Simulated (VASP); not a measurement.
# Au3Br2 (P-3m1) in VASP: further runs

Au3Br2 is run at these levels: PBE; tasks: single point.

All numbers are computed with VASP 6.6.1; they aren't measurements. Logs are shortened: lines on timing, memory, paths and dates and some standing lists are left out, and cuts for length are marked.

**1. The cell of the first run**

It takes space group P-3m1 (No. 164, trigonal). Conventional cell: a = 4.364 Å, b = 4.364 Å, c = 6.790 Å, α = 90.00°, β = 90.00°, γ = 120.00°. Au (site symmetry -3m) has 6 Br at 3.02 Å and 6 Au at 3.49 Å within 4.0 Å. Au (site symmetry 3m) has 4 Br at 2.63 to 2.72 Å and 6 Au at 3.20 to 3.49 Å within 3.5 Å. Br (site symmetry 3m) has 7 Au at 2.63 to 3.02 Å within 3.5 Å.

**2. Single point, PBE**

INCAR

```
SYSTEM = Au3Br2
PREC     = Accurate       ! precision mode
ENCUT    = 520            ! plane-wave cutoff, eV
EDIFF    = 1E-7           ! SCF threshold, eV
ISMEAR   = 0              ! smearing method
SIGMA    = 0.1            ! smearing width, eV
LREAL    = .FALSE.        ! projectors in reciprocal space
LASPH    = .TRUE.         ! aspherical terms in the spheres
NELM     = 60             ! most SCF steps
ALGO     = Normal         ! electronic algorithm
ISIF     = 2              ! what is computed and relaxed
LWAVE    = .FALSE.        ! write WAVECAR
LCHARG   = .FALSE.        ! write CHGCAR
GGA      = PE             ! functional
NBANDS   = 32             ! bands
```

KPOINTS

```
Automatic mesh
0
G
  6 6 4
  0 0 0
```

POSCAR

```
Au3Br2
1.0
    4.3643392723      0.0000000000      0.0000000000
   -2.1821696361      3.7796286805      0.0000000000
    0.0000000000      0.0000000000      6.7902029794
Au Br
3 2
Direct
    0.0000000000      0.0000000000      0.0000000000
    0.3333333333      0.6666666667      0.6450000000
    0.6666666667      0.3333333333      0.3550000000
    0.3333333333      0.6666666667      0.2450000000
    0.6666666667      0.3333333333      0.7550000000
```

Potentials or basis: VASP PAW PBE potentials, release 64 (Au, Br).

Command:

```sh
$ cat potpaw_PBE.64/Au/POTCAR potpaw_PBE.64/Br/POTCAR > POTCAR
$ mpirun -np 1 vasp_std > vasp.out
```

OUTCAR:

```text
SYSTEM = Au3Br2
   PREC = Accurate
   ENCUT = 520
   EDIFF = 1E-7
   ISMEAR = 0
   LREAL = .FALSE.
   LASPH = .TRUE.
   NELM = 60
   ISIF = 2
   GGA = PE

 ion  position               nearest neighbor table
   1  0.000  0.000  0.000-   4 3.02   5 3.02   4 3.02   5 3.02   5 3.02   4 3.02   2 3.49   3 3.49
                             2 3.49   3 3.49   2 3.49   3 3.49
   2  0.333  0.667  0.645-   5 2.63   5 2.63   5 2.63   4 2.72   3 3.20   3 3.20   3 3.20   1 3.49
                             1 3.49   1 3.49
   3  0.667  0.333  0.355-   4 2.63   4 2.63   4 2.63   5 2.72   2 3.20   2 3.20   2 3.20   1 3.49
                             1 3.49   1 3.49
   4  0.333  0.667  0.245-   3 2.63   3 2.63   3 2.63   2 2.72   1 3.02   1 3.02   1 3.02
   5  0.667  0.333  0.755-   2 2.63   2 2.63   2 2.63   3 2.72   1 3.02   1 3.02   1 3.02

  LATTYP: Found a hexagonal cell.
 ALAT       =     4.3643392723
 C/A-ratio  =     1.5558375634

  Lattice vectors:

 A1 = (   4.3643392723,   0.0000000000,   0.0000000000)
 A2 = (  -2.1821696361,   3.7796286805,   0.0000000000)
 A3 = (   0.0000000000,   0.0000000000,   6.7902029794)

Analysis of symmetry for initial positions (statically):
=====================================================================
 Subroutine PRICEL returns:
 Original cell was already a primitive cell.

 Routine SETGRP: Setting up the symmetry group for a
 hexagonal supercell.

 Subroutine GETGRP returns: Found 12 space group operations
 (whereof 12 operations were pure point group operations)
 out of a pool of 24 trial point group operations.

The static configuration has the point symmetry D_3d.

Analysis of symmetry for dynamics (positions and initial velocities):
=====================================================================
 Subroutine PRICEL returns:
 Original cell was already a primitive cell.

 Routine SETGRP: Setting up the symmetry group for a
 hexagonal supercell.

 Subroutine GETGRP returns: Found 12 space group operations
 (whereof 12 operations were pure point group operations)
 out of a pool of 24 trial point group operations.

The dynamic configuration has the point symmetry D_3d.

 Subroutine INISYM returns: Found 12 space group operations
 (whereof 12 operations are pure point group operations),
 and found     1 'primitive' translations

----------------------------------------------------------------------------------------

                                     Primitive cell

  volume of cell :     112.0083

  direct lattice vectors                    reciprocal lattice vectors
     4.364339272  0.000000000  0.000000000     0.229129758  0.132288127  0.000000000
    -2.182169636  3.779628681  0.000000000     0.000000000  0.264576255  0.000000000
     0.000000000  0.000000000  6.790202979     0.000000000  0.000000000  0.147271003

  length of vectors
     4.364339272  4.364339272  6.790202979     0.264576255  0.264576255  0.147271003

  position of ions in fractional coordinates (direct lattice)
     0.000000000  0.000000000  0.000000000
     0.333333333  0.666666667  0.645000000
     0.666666667  0.333333333  0.355000000
     0.333333333  0.666666667  0.245000000
     0.666666667  0.333333333  0.755000000

  ion indices of the primitive-cell ions
   primitive index   ion index
                 1           1
                 2           2
                 3           3
                 4           4
                 5           5

----------------------------------------------------------------------------------------

 KPOINTS: Automatic mesh

Automatic generation of k-mesh.
 Grid dimensions read from file:
 generate k-points for:    6    6    4

 Generating k-lattice:

  Cartesian coordinates                     Fractional coordinates (reciprocal lattice)
     0.038188293  0.022048021  0.000000000     0.166666667  0.000000000  0.000000000
     0.000000000  0.044096042  0.000000000     0.000000000  0.166666667  0.000000000
     0.000000000  0.000000000  0.036817751     0.000000000  0.000000000  0.250000000

  Length of vectors
     0.044096042  0.044096042  0.036817751

  Shift w.r.t. Gamma in fractional coordinates (k-lattice)
     0.000000000  0.000000000  0.000000000

 Subroutine IBZKPT returns following result:
 ===========================================

 Found     24 irreducible k-points:

 Following reciprocal coordinates:
            Coordinates               Weight
  0.000000  0.000000  0.000000      1.000000
  0.166667  0.000000  0.000000      6.000000
  0.333333  0.000000  0.000000      6.000000
  0.500000 -0.000000  0.000000      3.000000
  0.166667  0.166667  0.000000      6.000000
  0.333333  0.166667  0.000000     12.000000
[... 16 lines left out ...]
  0.333333  0.166667  0.500000     12.000000
  0.333333  0.333333  0.500000      2.000000
   k-points           NKPTS =     24   k-points in BZ     NKDIM =     24   number of bands    NBANDS=     32
   number of dos      NEDOS =    301   number of ions     NIONS =      5
   total plane-waves  NPLWV =  55296
   dimension x,y,z NGX =    32 NGY =   32 NGZ =   54
   dimension x,y,z NGXF=    64 NGYF=   64 NGZF=  108
   ions per type =               3   2
   NGX,Y,Z   is equivalent  to a cutoff of  12.19, 12.19, 13.22 a.u.
   NGXF,Y,Z  is equivalent  to a cutoff of  24.38, 24.38, 26.44 a.u.
 SYSTEM =  Au3Br2
   PREC   = accura    normal or accurate (medium, high low for compatibility)
   ISTART =      0    job   : 0-new  1-cont  2-samecut
   ICHARG =      2    charge: 1-file 2-atom 10-const
   ISPIN  =      1    spin polarized calculation?
   LNONCOLLINEAR =      F non collinear calculations
   LSORBIT =      F    spin-orbit coupling
   LASPH  =      T    aspherical Exc in radial PAW
   ENCUT  =  520.0 eV  38.22 Ry    6.18 a.u.   8.11  8.11 12.63*2*pi/ulx,y,z
   NELM   =     60;   NELMIN=  2; NELMDL= -5     # of ELM steps
   EDIFF  = 0.1E-06   stopping-criterion for ELM
   LREAL  =      F    real-space projection
   EDIFFG = 0.1E-05   stopping-criterion for IOM
   NSW    =      0    number of steps for IOM
   IBRION =     -1    ionic relax: 0-MD 1-quasi-New 2-CG
   NFREE  =      0    steps in history (QN), initial steepest desc. (CG)
   ISIF   =      2    stress and relaxation
   ISYM   =      2    0-nonsym 1-usesym 2-fastsym
   POTIM  = 0.5000    time-step for ionic-motion
   TEBEG  =    0.0;   TEEND  =   0.0 temperature during run
   PSTRESS=    0.0 pullay stress
   NELECT =      47.0000    total number of electrons
   NUPDOWN=      -1.0000    fix difference up-down
   EMIN   =  10.00;   EMAX   =-10.00  energy-range for DOS
   EFERMI =   0.00;   METHOD = LEGACY
   ISMEAR =     0;   SIGMA  =   0.10  broadening in eV -4-tet -1-fermi 0-gaus
   EFERMI_NEDOS =   21; number of points for ismear=-14 and -15
   IALGO  =     38    algorithm
   IMIX   =      4    mixing-type and parameters
     AMIX     =   0.40;   BMIX     =  1.00
     AMIX_MAG =   1.60;   BMIX_MAG =  1.00
  volume/ion in A,a.u.               =      22.40       151.17
  Fermi-wavevector in a.u.,A,eV,Ry     =   1.225624  2.316094 20.438054  1.502155
  Thomas-Fermi vector in A             =   2.360655
   LORBIT       =      0    0 simple, 1 ext, 2 COOP (PROOUT), +10 PAW based schemes
   GGA     = PE    functional components
   LHFCALC =     F    Hartree Fock is set to
   AEXX    =    0.0000 exact exchange contribution
   IVDW    =     0    specifies the selected vdW correction
   LEPSILON=     F    determine dielectric tensor
   LRPA    =     F    only Hartree local field effects (RPA)
 non-spin polarized calculation
 Gauss-broadening in eV      SIGMA  =   0.10
  energy-cutoff  :      520.00
  volume of cell :      112.01
 maximum number of plane-waves:      3030
   NGX = 17   NGY = 17   NGZ = 25

 number of electron      47.0000007 magnetization

 Free energy of the ion-electron system (eV)
  ---------------------------------------------------
  ext. energy  EPLUGINS =         0.00000000
  ---------------------------------------------------
  free energy    TOTEN  =        -9.92956553 eV

  energy without entropy =       -9.90934826  energy(sigma->0) =       -9.91945690

 E-fermi :   5.8189     XC(G=0): -10.4795

 val. band max:        5.8081501743   @ k =   0.3333   0.1667   0.5000
 cond. band min:       5.8214111850   @ k =   0.3333   0.0000   0.0000
 fundamental gap:      0.0132610107
 Fermi energy:         5.8188536701

 k-point     1 :       0.0000    0.0000    0.0000
  band No.  band energies     occupation
      1     -11.3124      2.00000
      2     -10.9744      2.00000
      3      -1.1768      2.00000
      4      -0.6101      2.00000
      5      -0.6101      2.00000
      6      -0.5951      2.00000
[... 24 lines left out ...]
     31      12.1420      0.00000
     32      13.0927      0.00000

 k-point     2 :       0.1667    0.0000    0.0000
  band No.  band energies     occupation
      1     -11.2442      2.00000
      2     -10.9527      2.00000
      3      -1.0863      2.00000
      4      -0.8299      2.00000
      5      -0.6707      2.00000
      6      -0.5997      2.00000
[... 24 lines left out ...]
     31      12.6119      0.00000
     32      13.4531      0.00000

 k-point     3 :       0.3333    0.0000    0.0000
  band No.  band energies     occupation
      1     -11.0935      2.00000
      2     -10.9189      2.00000
      3      -1.2991      2.00000
      4      -1.0811      2.00000
      5      -0.4633      2.00000
      6      -0.4439      2.00000
[... 24 lines left out ...]
     31      12.7309      0.00000
     32      13.6621      0.00000

 k-point     4 :       0.5000   -0.0000    0.0000
  band No.  band energies     occupation
      1     -10.9965      2.00000
      2     -10.9213      2.00000
      3      -1.4116      2.00000
      4      -1.2344      2.00000
      5      -0.3715      2.00000
      6      -0.3680      2.00000
[... 654 lines left out ...]
     31      12.2285      0.00000
     32      13.8007      0.00000

 k-point    23 :       0.3333    0.1667    0.5000
  band No.  band energies     occupation
      1     -10.9719      2.00000
      2     -10.9385      2.00000
      3      -1.6173      2.00000
      4      -1.2200      2.00000
      5      -0.5274      2.00000
      6      -0.2777      2.00000
[... 24 lines left out ...]
     31      12.6545      0.00000
     32      13.5831      0.00000

 k-point    24 :       0.3333    0.3333    0.5000
  band No.  band energies     occupation
      1     -10.9313      2.00000
      2     -10.9313      2.00000
      3      -1.2746      2.00000
      4      -1.2746      2.00000
      5      -0.9154      2.00000
      6      -0.1145      2.00000
[... 24 lines left out ...]
     31      13.5673      0.00000
     32      13.6964      0.00000

------------------------ aborting loop because EDIFF is reached ----------------------------------------

  FORCE on cell =-STRESS in cart. coord.  units (eV):
  Direction    XX          YY          ZZ          XY          YZ          ZX
  --------------------------------------------------------------------------------------
  -------------------------------------------------------------------------------------
  Total        5.9218907      5.9218907      5.9539515      0.0000000      0.0000000      0.0000000
  in kB       84.7072479     84.7072479     85.1658483      0.0000000      0.0000000      0.0000000
  external PRESSURE =      84.8601147 kB  Pullay stress =       0.0000000 kB

 VOLUME and BASIS-vectors are now :
 -----------------------------------------------------------------------------
  energy-cutoff  :      520.00
  volume of cell :      112.01
      direct lattice vectors                 reciprocal lattice vectors
     4.364339272  0.000000000  0.000000000     0.229129758  0.132288127  0.000000000
    -2.182169636  3.779628681  0.000000000     0.000000000  0.264576255  0.000000000
     0.000000000  0.000000000  6.790202979     0.000000000  0.000000000  0.147271003

 POSITION                                       TOTAL-FORCE (eV/Angst)
 -----------------------------------------------------------------------------------
      0.00000      0.00000      0.00000         0.000000      0.000000      0.000000
     -0.00000      2.51975      4.37968         0.000000      0.000000      0.210067
      2.18217      1.25988      2.41052        -0.000000     -0.000000     -0.210067
     -0.00000      2.51975      1.66360        -0.000000     -0.000000     -1.282743
      2.18217      1.25988      5.12660         0.000000      0.000000      1.282743
 -----------------------------------------------------------------------------------
    total drift:                               -0.000000      0.000000      0.000000

  FREE ENERGIE OF THE ION-ELECTRON SYSTEM (eV)
  ---------------------------------------------------
  free  energy   TOTEN  =        -9.9295655307 eV

  energy  without entropy=       -9.9093482620  energy(sigma->0) =       -9.91945690
```

It took 74 s on 1 thread of Intel Xeon Platinum 8488C (Sapphire Rapids), shared host; peak memory 0.26 GiB.

Results:

```
Free energy            : -9.9296 eV
Pressure               : 8.5 GPa
Largest force          : 1.283 eV/Å
Band gap on the k mesh : zero (an odd number of electrons rules out a gap without spin polarisation)
```

Forces in eV/Å, atoms in the order of the input:
```
Au   0.000  0.000  0.000
Au   0.000  0.000  0.210
Au   0.000  0.000 -0.210
Br   0.000  0.000 -1.283
Br   0.000  0.000  1.283
```

Caveat: the cell stands under pressure; spin-orbit coupling is left out, which moves the levels of the heavy elements; forces of over 1 eV/Å act on the atoms, so gaps and moduli don't describe the material at rest.

**3. Single point, PBE**

This run uses another cell than the first one, of 23.37 Å³/atom.

INCAR

```
PREC = Accurate
ENCUT = 520
EDIFF = 1E-7
ISMEAR = 0
SIGMA = 0.1
LREAL = False
LASPH = True
NELM = 80
ALGO = Normal
ISIF = 2
LWAVE = False
LCHARG = False
GGA = PE
NBANDS = 32
```

KPOINTS

```
Automatic mesh
0
Gamma
  6 6 4
```

POSCAR

```
Au3Br2
1.0
    3.7813402247      0.0000000000      0.0000000000
   -1.8906701123      3.2747366950      0.0000000000
    0.0000000000      0.0000000000      9.4347013855
Au Br
3 2
Direct
    0.0000000000      0.0000000000      0.0000000000
    0.3333333333      0.6666666667      0.5887650250
    0.6666666667      0.3333333333      0.4112349750
    0.3333333333      0.6666666667      0.1926772049
    0.6666666667      0.3333333333      0.8073227951
```

Potentials or basis: VASP PAW PBE potentials, release 64 (Au, Br).

Command:

```sh
$ cat potpaw_PBE.64/Au/POTCAR potpaw_PBE.64/Br/POTCAR > POTCAR
$ mpirun -np 1 vasp_std > vasp.out
```

Wall time 84 s (1 thread of Intel Xeon Platinum 8488C (Sapphire Rapids), shared host); peak memory 0.27 GiB.

It converged, with:

| Property | Result |
| --- | --- |
| Free energy | -11.7113 eV |
| Pressure | -0.1 GPa |
| Largest force | 0.027 eV/Å |
| Band gap on the k mesh | zero (an odd number of electrons rules out a gap without spin polarisation) |

Forces in eV/Å, atoms in the order of the input:
```
Au   0.000  0.000  0.000
Au   0.000  0.000  0.020
Au   0.000  0.000 -0.020
Br   0.000  0.000  0.027
Br   0.000  0.000 -0.027
```

Stress tensor (GPa, compression positive):
```
-0.19  0.00  0.00
 0.00 -0.19  0.00
 0.00  0.00  0.17
```

Levels at points of the mesh, in eV from the Fermi level:
| k point | band 21 | band 22 | band 23 | band 24 | band 25 | band 26 |
| --- | --- | --- | --- | --- | --- | --- |
| (0.00, 0.00, 0.00) | -1.56 | -1.56 | -0.46 | -0.46 | 1.74 | 2.05 |
| (0.50, 0.00, 0.00) | -1.80 | -1.28 | -0.41 | 0.09 | 0.34 | 2.02 |
| (0.00, 0.00, 0.50) | -1.39 | -1.39 | -0.58 | -0.58 | -0.14 | 4.12 |
| (0.50, 0.00, 0.50) | -1.38 | -0.91 | -0.81 | 0.10 | 0.44 | 2.03 |

Caveat: spin-orbit coupling is left out, which moves the levels of the heavy elements.

The gap in the log of VASP goes by the Fermi energy; the results here count the filled bands.